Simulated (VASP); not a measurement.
Input of a VASP 6.6.1 run:

Contents of INCAR:

```
SYSTEM = Ti3Al11
PREC = Accurate ; ENCUT = 450
EDIFF = 1E-7 ; ISMEAR = 0
SIGMA = 0.1 ; LREAL = .FALSE.
LASPH = .TRUE. ; NELM = 120
ALGO = Normal ; ISIF = 2
LWAVE = .FALSE. ; LCHARG = .FALSE.
LDIPOL = .TRUE. ; IDIPOL = 3
DIPOL = 0.5 0.5 0.500 ; GGA = PE
IVDW = 12 ; IBRION = 2
NSW = 90 ; EDIFFG = -0.03
GGA_COMPAT = .FALSE. ; NELMIN = 4
NELMDL = -8 ; KPAR = 4
```

File KPOINTS:

```
Automatic mesh
0
G
  7 7 1
  0 0 0
```

File POSCAR:

```
Ti3Al11
1.0
    5.0246414113      0.0000000000      0.0000000000
    2.1590534720      4.5371256779      0.0000000000
    0.0000000000      0.0000000000     25.0494399322
Al Ti
11 3
Selective dynamics
Direct
    0.5000000000      0.0000000000      0.3393289440  F F F
    0.0000000000      0.5000000000      0.3393289440  F F F
    0.0000000000      0.0000000000      0.3928859627  F F F
    0.0000000000      0.5000000000      0.4464429813  F F F
    0.5000000000      0.0000000000      0.4464429813  F F F
    0.5000000000      0.5000000000      0.5000000000  T T T
    0.5000000000      0.0000000000      0.5535570187  T T T
    0.0000000000      0.5000000000      0.5535570187  T T T
    0.0000000000      0.0000000000      0.6071140373  T T T
    0.0000000000      0.5000000000      0.6606710560  T T T
    0.5000000000      0.0000000000      0.6606710560  T T T
    0.5000000000      0.5000000000      0.3928859627  F F F
    0.0000000000      0.0000000000      0.5000000000  T T T
    0.5000000000      0.5000000000      0.6071140373  T T T
```

Potentials or basis: VASP PAW PBE potentials, release 64 (Al, Ti_sv).

Launch:

```sh
$ cat potpaw_PBE.64/Al/POTCAR potpaw_PBE.64/Ti_sv/POTCAR > POTCAR
$ mpirun -np 4 vasp_std > vasp.out
```

Question: What does it give for the band gap on the k mesh?

Answer: Zero (an odd number of electrons rules out a gap without spin polarisation).

Question: What does it give for the dispersion energy per atom?

Answer: -0.317 eV.

Question: Predict the energy gained by relaxing.

Answer: 7.0 meV/atom.

The path:
```tsv
step	energy change (eV)	largest force on free atoms (eV/Å)	pressure (GPa)
1	0.0000	0.8192	-0.59
2	-0.0371	0.6115	-0.58
3	-0.0785	0.3530	-0.52
4	-0.0905	0.1262	-0.53
5	-0.0931	0.0922	-0.54
6	-0.0947	0.0558	-0.56
7	-0.0960	0.0528	-0.59
8	-0.0966	0.0374	-0.61
9	-0.0973	0.0556	-0.68
10	-0.0973	0.0396	-0.66
11	-0.0974	0.0299	-0.68
```
